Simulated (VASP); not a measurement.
Write the native input for VASP 6.6.1 that does the following.

| Item | Value |
| --- | --- |
| Task | single point |
| Functional | PBE |
| Potentials or basis | VASP PAW PBE potentials, release 64 (Al, Zn, C, N) |
| Cutoff | 520 eV |
| k mesh | 4 × 4 × 4 |
| Occupations | gaussian, width 0.1 eV |
| Spin | no spin polarisation |
| Dipole correction | no |
| Further INCAR settings | ALGO = Normal; EDIFF = 1e-06; NBANDS = 48 |

The structure of AlZnC6N6 lies in POSCAR:

```
AlZnC6N6
1.0
    0.0000000000      5.0495000000      5.0495000000
    5.0495000000      0.0000000000      5.0495000000
    5.0495000000      5.0495000000      0.0000000000
Al Zn C N
1 1 6 6
Direct
    0.5000000000      0.5000000000      0.5000000000
    0.0000000000      0.0000000000      0.0000000000
    0.8101792300      0.1898207700      0.1898207700
    0.1898207700      0.8101792300      0.1898207700
    0.1898207700      0.1898207700      0.8101792300
    0.1898207700      0.8101792300      0.8101792300
    0.8101792300      0.1898207700      0.8101792300
    0.8101792300      0.8101792300      0.1898207700
    0.6943261700      0.3056738300      0.3056738300
    0.3056738300      0.6943261700      0.3056738300
    0.3056738300      0.3056738300      0.6943261700
    0.3056738300      0.6943261700      0.6943261700
    0.6943261700      0.3056738300      0.6943261700
    0.6943261700      0.6943261700      0.3056738300
```

The input as run:

INCAR

```
PREC = Accurate
ENCUT = 520
EDIFF = 1E-6
ISMEAR = 0
SIGMA = 0.1
LREAL = False
LASPH = True
NELM = 60
ALGO = Normal
ISIF = 2
LWAVE = False
LCHARG = True
GGA = PE
LELF = True
LVHAR = True
NBANDS = 48
```

KPOINTS

```
regular mesh
0
Gamma
  4 4 4
```

Potentials or basis: VASP PAW PBE potentials, release 64 (Al, Zn, C, N).

The run is started by

```console
$ cat potpaw_PBE.64/Al/POTCAR potpaw_PBE.64/Zn/POTCAR potpaw_PBE.64/C/POTCAR potpaw_PBE.64/N/POTCAR > POTCAR
$ mpirun -np 1 vasp_std > vasp.out
```

It gave:

| Property | Result |
| --- | --- |
| Pressure | 7.2 GPa |
| Largest force | 3.272 eV/Å |

Caveat: forces of over 1 eV/Å act on the atoms, so gaps and moduli don't describe the material at rest.

It took 3.5 min on 1 thread of Oxide Virtual Turin-like Processor, on a shared host, peak memory 0.42 GiB.
